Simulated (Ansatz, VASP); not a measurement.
## N in VASP and in Ansatz

File POSCAR:

```
N
1.0
    2.5194737886      0.0000000000      0.0000000000
   -1.2597368943      2.1819283051      0.0000000000
    0.0000000000      0.0000000000      2.4460020000
N
2
Direct
    0.6666666700      0.3333333300      0.2500000000
    0.3333333300      0.6666666700      0.7500000000
```

Contents of INCAR.step1:

```
SYSTEM = N
ALGO = Normal ; EDIFF = 1E-4
ENCUT = 600 ; GGA = PE
ISMEAR = 0 ; LASPH = .True.
LCHARG = .False. ; LREAL = .False.
LWAVE = .True. ; NELM = 80
PREC = Accurate ; SIGMA = 0.1
```

The input INCAR.step2:

```
SYSTEM = N
ALGO = Normal ; EDIFF = 1E-7
EDIFFG = -0.005 ; ENCUT = 600
IBRION = 2 ; ISIF = 3
ISMEAR = 0 ; ISTART = 1
LASPH = .True. ; LCHARG = .False.
LMIXTAU = .True. ; LREAL = .False.
LWAVE = .False. ; METAGGA = R2SCAN
NELM = 80 ; NSW = 100
PREC = Accurate ; SIGMA = 0.1
```

Contents of KPOINTS:

```
k-points
0
Gamma
  18 18 18
  0 0 0
```

Input for Ansatz:

```yaml
crystal:
  lattice:
    - [2.5194737886, 0.0, 0.0]
    - [-1.2597368943, 2.1819283051, 0.0]
    - [0.0, 0.0, 2.446002]
  atoms:
    - { symbol: "N", position: [0.66666667, 0.33333333, 0.25] }
    - { symbol: "N", position: [0.33333333, 0.66666667, 0.75] }
basis:
  ecutwfc: 500
kpoints:
  mp_grid: { grid: [18, 18, 18] }
hamiltonian:
  xc: r2scan
scf:
  occupations: { method: gaussian, width: 0.1 }
output:
  forces: true
  stress: true
  eigenvalues: true
  write_density: true
  write_potential: true
  elf: true
  volumetric_format: npy
relax:
  adjacent_minimum: "off"
  f_tol: 0.005
  max_steps: 80
  cell: { stress_tol: 0.05 }
```

Alike in both runs: task relaxation of cell and atoms; functional r2SCAN; k mesh 18 × 18 × 18; occupations gaussian, width 0.1 eV; no spin polarisation.

|  | VASP | Ansatz |
| --- | --- | --- |
| version | VASP 6.6.1 | Ansatz 0.2.0 |
| potentials or method | VASP PAW PBE potentials, release 64 (N), cutoff 600 eV | scalar-relativistic, plane waves, PAW |
| valence electrons in the cell | 10 | 10 |

```tsv
	VASP	Ansatz	Ansatz less VASP
gap on the k mesh at the Fermi level, each at its own relaxed structure (eV)	none	none	-
relaxed volume (Å³/atom)	6.95	6.95	0.000
relaxed cell length with the largest relative difference (Å)	2.441	2.441	-0.0003
```

VASP's potentials were made for PBE, not for r2SCAN. A gap of «none» marks a metal or a gap that the smearing closes.
